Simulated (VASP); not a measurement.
# Co (P6_3/mmc) in VASP: single point with PBE

Aim: the single point of Co with PBE.

Program: VASP 6.6.1. These are calculated values, not measurements. Logs are shortened: lines on timing, memory, paths and dates and some standing lists are left out, and cuts for length are marked.

## (1) The cell of the first run

Symmetry: P6_3/mmc, No. 194, hexagonal system. Conventional cell: a = 2.472 Å, b = 2.472 Å, c = 4.021 Å, α = 90.00°, β = 90.00°, γ = 120.00°. Co (site symmetry -6m2) has 12 Co at 2.47 Å within 3.3 Å.

## (2) Single point, PBE, collinear spin, ferromagnetic start

The input, INCAR:

```
PREC = Accurate
ENCUT = 600
EDIFF = 1E-6
ISMEAR = 0
SIGMA = 0.06802846561497
LREAL = False
LASPH = True
NELM = 200
ALGO = Normal
ISIF = 2
LWAVE = False
LCHARG = True
ISPIN = 2
MAGMOM = 1.83 1.83
LORBIT = 11
LMAXMIX = 4
GGA = PE
LELF = True
LVHAR = True
ISYM = 0
NBANDS = 20
GGA_COMPAT = False
```

The input, KPOINTS:

```
regular mesh
0
Gamma
  2 4 2
```

The input, POSCAR:

```
Co
1.0
    2.4719999032      0.0000000000      0.0000000000
   -1.2359999516      2.1408147143      0.0000000000
    0.0000000000      0.0000000000      4.0211440800
Co
2
Direct
    0.3333333333      0.6666666667      0.2500000000
    0.6666666667      0.3333333333      0.7500000000
```

Potentials or basis: VASP PAW PBE potentials, release 64 (Co).

Started as:

```sh
cat potpaw_PBE.64/Co/POTCAR > POTCAR
mpirun -np 1 vasp_std > vasp.out
```

OUTCAR:

```text
PREC = Accurate
   ENCUT = 600
   EDIFF = 1E-6
   ISMEAR = 0
   LREAL = False
   LASPH = True
   NELM = 200
   ISIF = 2
   ISPIN = 2
   LORBIT = 11
   GGA = PE
   ISYM = 0

 ion  position               nearest neighbor table
   1  0.333  0.667  0.250-   2 2.47   2 2.47   2 2.47   2 2.47   2 2.47   2 2.47
   2  0.667  0.333  0.750-   1 2.47   1 2.47   1 2.47   1 2.47   1 2.47   1 2.47

IMPORTANT INFORMATION: All symmetrisations will be switched off!
NOSYMM: (Re-)initialisation of all symmetry stuff for point group C_1.

----------------------------------------------------------------------------------------

                                     Primitive cell

  volume of cell :      21.2803

  direct lattice vectors                    reciprocal lattice vectors
     2.471999903  0.000000000  0.000000000     0.404530760  0.233555943  0.000000000
    -1.235999952  2.140814714  0.000000000     0.000000000  0.467111887  0.000000000
     0.000000000  0.000000000  4.021144080     0.000000000  0.000000000  0.248685444

  length of vectors
     2.471999903  2.471999903  4.021144080     0.467111887  0.467111887  0.248685444

  position of ions in fractional coordinates (direct lattice)
     0.333333333  0.666666667  0.250000000
     0.666666667  0.333333333  0.750000000

  ion indices of the primitive-cell ions
   primitive index   ion index
                 1           1
                 2           2

----------------------------------------------------------------------------------------

 KPOINTS: regular mesh

Automatic generation of k-mesh.
 Grid dimensions read from file:
 generate k-points for:    2    4    2

 Generating k-lattice:

  Cartesian coordinates                     Fractional coordinates (reciprocal lattice)
     0.202265380  0.116777972  0.000000000     0.500000000 -0.000000000  0.000000000
     0.000000000  0.116777972  0.000000000     0.000000000  0.250000000  0.000000000
     0.000000000  0.000000000  0.124342722     0.000000000  0.000000000  0.500000000

  Length of vectors
     0.233555943  0.116777972  0.124342722

  Shift w.r.t. Gamma in fractional coordinates (k-lattice)
     0.000000000  0.000000000  0.000000000

 -----------------------------------------------------------------------------
|                                                                             |
|           W    W    AA    RRRRR   N    N  II  N    N   GGGG   !!!           |
|           W    W   A  A   R    R  NN   N  II  NN   N  G    G  !!!           |
|           W    W  A    A  R    R  N N  N  II  N N  N  G       !!!           |
|           W WW W  AAAAAA  RRRRR   N  N N  II  N  N N  G  GGG   !            |
|           WW  WW  A    A  R   R   N   NN  II  N   NN  G    G                |
|           W    W  A    A  R    R  N    N  II  N    N   GGGG   !!!           |
|                                                                             |
|     Your reciprocal lattice and k-lattice belong to different lattice       |
|     classes:                                                                |
|                                                                             |
|        The reciprocal lattice is hexagonal,                                 |
|        whereas your k-lattice is simple orthorhombic.                       |
|                                                                             |
|     Results are often still useful ...                                      |
|                                                                             |
 -----------------------------------------------------------------------------

 WARNING: IBZKPT: internal override: KBLOWUP is changed to .FALSE.
      ... skipping the blow-up phase ...

 Subroutine IBZKPT returns following result:
 ===========================================

 Found     12 irreducible k-points:

 Following reciprocal coordinates:
            Coordinates               Weight
  0.000000  0.000000  0.000000      1.000000
  0.500000  0.000000  0.000000      1.000000
  0.000000  0.250000  0.000000      2.000000
  0.500000  0.250000  0.000000      2.000000
  0.000000  0.500000  0.000000      1.000000
  0.500000  0.500000  0.000000      1.000000
  0.000000  0.000000  0.500000      1.000000
  0.500000  0.000000  0.500000      1.000000
  0.000000  0.250000  0.500000      2.000000
  0.500000  0.250000  0.500000      2.000000
  0.000000  0.500000  0.500000      1.000000
  0.500000  0.500000  0.500000      1.000000
   k-points           NKPTS =     12   k-points in BZ     NKDIM =     12   number of bands    NBANDS=     20
   number of dos      NEDOS =    301   number of ions     NIONS =      2
   total plane-waves  NPLWV =  12800
   dimension x,y,z NGX =    20 NGY =   20 NGZ =   32
   dimension x,y,z NGXF=    40 NGYF=   40 NGZF=   64
   ions per type =               2
   NGX,Y,Z   is equivalent  to a cutoff of  13.45, 13.45, 13.23 a.u.
   NGXF,Y,Z  is equivalent  to a cutoff of  26.90, 26.90, 26.46 a.u.
 SYSTEM =  unknown system
   PREC   = accura    normal or accurate (medium, high low for compatibility)
   ISTART =      0    job   : 0-new  1-cont  2-samecut
   ICHARG =      2    charge: 1-file 2-atom 10-const
   ISPIN  =      2    spin polarized calculation?
   LNONCOLLINEAR =      F non collinear calculations
   LSORBIT =      F    spin-orbit coupling
   LASPH  =      T    aspherical Exc in radial PAW
   ENCUT  =  600.0 eV  44.10 Ry    6.64 a.u.   4.94  4.94  8.03*2*pi/ulx,y,z
   NELM   =    200;   NELMIN=  2; NELMDL= -5     # of ELM steps
   EDIFF  = 0.1E-05   stopping-criterion for ELM
   LREAL  =      F    real-space projection
   EDIFFG = 0.1E-04   stopping-criterion for IOM
   NSW    =      0    number of steps for IOM
   IBRION =     -1    ionic relax: 0-MD 1-quasi-New 2-CG
   NFREE  =      0    steps in history (QN), initial steepest desc. (CG)
   ISIF   =      2    stress and relaxation
   ISYM   =      0    0-nonsym 1-usesym 2-fastsym
   POTIM  = 0.5000    time-step for ionic-motion
   TEBEG  =    0.0;   TEEND  =   0.0 temperature during run
   PSTRESS=    0.0 pullay stress
   NELECT =      18.0000    total number of electrons
   NUPDOWN=      -1.0000    fix difference up-down
   EMIN   =  10.00;   EMAX   =-10.00  energy-range for DOS
   EFERMI =   0.00;   METHOD = LEGACY
   ISMEAR =     0;   SIGMA  =   0.07  broadening in eV -4-tet -1-fermi 0-gaus
   EFERMI_NEDOS =   21; number of points for ismear=-14 and -15
   IALGO  =     38    algorithm
   IMIX   =      4    mixing-type and parameters
     AMIX     =   0.40;   BMIX     =  1.00
     AMIX_MAG =   1.60;   BMIX_MAG =  1.00
  volume/ion in A,a.u.               =      10.64        71.80
  Fermi-wavevector in a.u.,A,eV,Ry     =   1.548246  2.925761 32.614055  2.397065
  Thomas-Fermi vector in A             =   2.653224
   LORBIT       =     11    0 simple, 1 ext, 2 COOP (PROOUT), +10 PAW based schemes
   GGA     = PE    functional components
   LHFCALC =     F    Hartree Fock is set to
   AEXX    =    0.0000 exact exchange contribution
   IVDW    =     0    specifies the selected vdW correction
   LEPSILON=     F    determine dielectric tensor
   LRPA    =     F    only Hartree local field effects (RPA)
 spin polarized calculation
 Gauss-broadening in eV      SIGMA  =   0.07
  energy-cutoff  :      600.00
  volume of cell :       21.28
 maximum number of plane-waves:       720
 NGX is ok and might be reduce to    20
   NGX =  9   NGY =  9   NGZ = 17

 number of electron      17.9999998 magnetization       3.2475166

 Free energy of the ion-electron system (eV)
  ---------------------------------------------------
  ext. energy  EPLUGINS =         0.00000000
  ---------------------------------------------------
  free energy    TOTEN  =       -13.50786937 eV

  energy without entropy =      -13.50199108  energy(sigma->0) =      -13.50493022

 E-fermi :  10.7551     XC(G=0): -13.4954

 val. band max:       10.6853345447   @ k =   0.5000   0.0000   0.5000
 cond. band min:      10.7636743667   @ k =   0.0000   0.2500   0.0000
 fundamental gap:      0.0783398220
 Fermi energy:        10.7551392628

 spin component 1

 k-point     1 :       0.0000    0.0000    0.0000
  band No.  band energies     occupation
      1       1.4814      1.00000
      2       5.4059      1.00000
      3       7.9904      1.00000
      4       8.0552      1.00000
      5       8.0677      1.00000
      6       8.3087      1.00000
[... 12 lines left out ...]
     19      36.8811      0.00000
     20      36.8903      0.00000
[... 231 lines left out ...]
 k-point    12 :       0.5000    0.5000    0.5000
  band No.  band energies     occupation
      1       5.5593      1.00000
      2       5.5593      1.00000
      3       6.8714      1.00000
      4       6.8715      1.00000
      5       9.0484      1.00000
      6       9.0488      1.00000
[... 12 lines left out ...]
     19      32.4781      0.00000
     20      32.4782      0.00000
 Fermi energy:        10.7551392628

 spin component 2

 k-point     1 :       0.0000    0.0000    0.0000
  band No.  band energies     occupation
      1       1.5541      1.00000
      2       6.3483      1.00000
      3       9.6246      1.00000
      4       9.7323      1.00000
      5       9.7505      1.00000
      6      10.0035      1.00000
[... 12 lines left out ...]
     19      37.2154      0.00000
     20      37.2890      0.00000
[... 231 lines left out ...]
 k-point    12 :       0.5000    0.5000    0.5000
  band No.  band energies     occupation
      1       6.5943      1.00000
      2       6.5944      1.00000
      3       8.2565      1.00000
      4       8.2566      1.00000
      5      10.6853      0.92672
      6      10.6853      0.92663
[... 12 lines left out ...]
     19      32.9086      0.00000
     20      32.9087      0.00000

------------------------ aborting loop because EDIFF is reached ----------------------------------------

  FORCE on cell =-STRESS in cart. coord.  units (eV):
  Direction    XX          YY          ZZ          XY          YZ          ZX
  --------------------------------------------------------------------------------------
  -------------------------------------------------------------------------------------
  Total        0.0993485      1.4699691      1.5545294      0.0000144      0.0000054     -0.0000047
  in kB        7.4798785    110.6729883    117.0394723      0.0010845      0.0004059     -0.0003515
  external PRESSURE =      78.3974464 kB  Pullay stress =       0.0000000 kB

 VOLUME and BASIS-vectors are now :
 -----------------------------------------------------------------------------
  energy-cutoff  :      600.00
  volume of cell :       21.28
      direct lattice vectors                 reciprocal lattice vectors
     2.471999903  0.000000000  0.000000000     0.404530760  0.233555943  0.000000000
    -1.235999952  2.140814714  0.000000000     0.000000000  0.467111887  0.000000000
     0.000000000  0.000000000  4.021144080     0.000000000  0.000000000  0.248685444

 POSITION                                       TOTAL-FORCE (eV/Angst)
 -----------------------------------------------------------------------------------
     -0.00000      1.42721      1.00529         0.000001      0.338782      0.000002
      1.23600      0.71360      3.01586        -0.000001     -0.338782     -0.000002
 -----------------------------------------------------------------------------------
    total drift:                                0.000002      0.000040      0.000003

  FREE ENERGIE OF THE ION-ELECTRON SYSTEM (eV)
  ---------------------------------------------------
  free  energy   TOTEN  =       -13.5078693660 eV

  energy  without entropy=      -13.5019910819  energy(sigma->0) =      -13.50493022

 total charge

# of ion       s       p       d       tot
------------------------------------------
    1        0.488   0.504   7.337   8.330
    2        0.488   0.504   7.337   8.330
--------------------------------------------------
tot          0.976   1.008  14.675  16.659

 magnetization (x)

# of ion       s       p       d       tot
------------------------------------------
    1       -0.013  -0.023   1.665   1.629
    2       -0.013  -0.023   1.665   1.629
--------------------------------------------------
tot         -0.027  -0.045   3.329   3.257
```

Wall time 9.8 s (1 thread of Intel Xeon 6975P-C (Granite Rapids), shared host); peak memory 0.13 GiB.

What came out:

```yaml
Free_energy: -13.5079 eV
Pressure: 7.8 GPa
Largest_force: 0.339 eV/Å
Net_moment: 3.25 μB per cell
Site_moments: Co +1.63 μB
Valence_electrons_inside_the_program's_atomic_spheres: Co 8.33
```

Forces on the atoms (eV/Å):
```
Co   0.000  0.339  0.000
Co   0.000 -0.339  0.000
```

Stress tensor (GPa, compression positive):
```
 0.75  0.00  0.00
 0.00 11.07  0.00
 0.00  0.00 11.70
```

Levels at points of the mesh, in eV from the Fermi level:
Spin up:
```
           k point  band 7  band 8  band 9  band 10  band 11  band 12  band 13  band 14
(0.00, 0.00, 0.00)   -2.34   -1.91   -1.79    -0.79    -0.67    -0.37     6.31    21.90
(0.50, 0.00, 0.00)   -2.22   -0.71   -0.56    -0.47     1.21     3.26     9.68    10.23
(0.00, 0.50, 0.00)   -2.30   -0.78   -0.64    -0.56     1.33     3.35     9.65    10.25
(0.50, 0.50, 0.00)   -2.22   -0.71   -0.56    -0.47     1.21     3.26     9.68    10.23
(0.00, 0.00, 0.50)   -2.71   -2.71   -1.13    -1.13    -1.01    -1.01    14.90    14.90
(0.50, 0.00, 0.50)   -1.09   -1.09   -0.62    -0.62     1.42     1.42     7.31     7.31
(0.00, 0.50, 0.50)   -1.02   -1.02   -0.69    -0.69     1.48     1.48     7.34     7.34
(0.50, 0.50, 0.50)   -1.09   -1.09   -0.62    -0.62     1.42     1.42     7.31     7.31
```
Spin down:
```
           k point  band 4  band 5  band 6  band 7  band 8  band 9  band 10  band 11
(0.00, 0.00, 0.00)   -1.02   -1.00   -0.75   -0.63   -0.32   -0.24    -0.14     1.00
(0.50, 0.00, 0.00)   -1.97   -1.19   -1.11   -0.64    1.14    1.31     1.33     2.56
(0.00, 0.50, 0.00)   -1.93   -1.21   -1.09   -0.70    1.23    1.26     1.40     2.59
(0.50, 0.50, 0.00)   -1.97   -1.19   -1.11   -0.64    1.14    1.31     1.33     2.56
(0.00, 0.00, 0.50)   -1.59   -1.17   -1.17   -1.07   -1.07    0.66     0.66     0.72
(0.50, 0.00, 0.50)   -2.50   -0.07   -0.07    0.20    0.20    1.24     1.24     2.15
(0.00, 0.50, 0.50)   -2.55   -0.14   -0.14    0.23    0.23    1.33     1.33     2.20
(0.50, 0.50, 0.50)   -2.50   -0.07   -0.07    0.20    0.20    1.24     1.24     2.15
```

Caveat: the k points lie up to 1.47 Å⁻¹ apart.
